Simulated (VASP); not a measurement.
## Ta2N: single point with LDA

Crystal: Ta2N.

```
CELL_PARAMETERS angstrom
5.09638 0.00000 0.00000
-2.54819 4.41360 0.00000
0.00000 0.00000 5.14072
ATOMIC_POSITIONS crystal
Ta 0.69083 0.69083 0.75260
Ta 0.00000 0.30917 0.75260
Ta 0.30917 0.00000 0.75260
Ta 0.30917 0.30917 0.24740
Ta 0.00000 0.69083 0.24740
Ta 0.69083 0.00000 0.24740
N 0.66667 0.33333 0.50000
N 0.33333 0.66667 0.50000
N 0.00000 0.00000 0.00000
```

This cell differs from its parent crystal: atoms shifted along a free coordinate, c/a of the conventional cell at fixed volume 1.0087.

```
Program                : VASP 6.6.1
Task                   : single point
Functional             : LDA
Potentials or basis    : VASP PAW LDA potentials, release 64 (Ta_sv_GW, N)
Cutoff                 : 700 eV
k mesh                 : 9 × 9 × 8
Occupations            : gaussian, width 0.15 eV
Spin                   : no spin polarisation
Dipole correction      : no
Further INCAR settings : ALGO = Normal; EDIFF = 1e-06; NBANDS = 56
```

* Pressure: 7.6 GPa
* Largest force: 4.437 eV/Å
* Band gap on the k mesh: zero (an odd number of electrons rules out a gap without spin polarisation)

Forces on the atoms (eV/Å):
```
Ta  -2.111 -3.656 -1.367
Ta  -2.111  3.656 -1.367
Ta   4.221  0.000 -1.367
Ta   2.111  3.656  1.367
Ta   2.111 -3.656  1.367
Ta  -4.221  0.000  1.367
N    0.000  0.000  0.000
N    0.000  0.000  0.000
N    0.000  0.000  0.000
```

Stress tensor (GPa, compression positive):
```
15.21  0.00  0.00
 0.00 15.21  0.00
 0.00  0.00 -7.73
```

Levels at points of the mesh, in eV from the Fermi level:
| k point | band 43 | band 44 | band 45 | band 46 | band 47 | band 48 | band 49 | band 50 | band 51 | band 52 |
| --- | --- | --- | --- | --- | --- | --- | --- | --- | --- | --- |
| (0.00, 0.00, 0.00) | -1.22 | -1.22 | -0.80 | 0.02 | 0.02 | 0.10 | 0.10 | 1.56 | 1.56 | 2.03 |
| (0.00, 0.00, 0.50) | -1.53 | -1.15 | -1.15 | -0.92 | -0.92 | 0.41 | 0.41 | 1.35 | 2.07 | 2.07 |

Wall time 9.9 min on 1 thread of Intel(R) Xeon(R) 6975P-C (Granite Rapids) (shared host), peak memory 0.68 GiB.

Caveat: the stress differs along the axes, from -8 to 15 GPa; spin-orbit coupling is left out, which moves the levels of the heavy elements; forces of over 1 eV/Å act on the atoms, so gaps and moduli don't describe the material at rest.
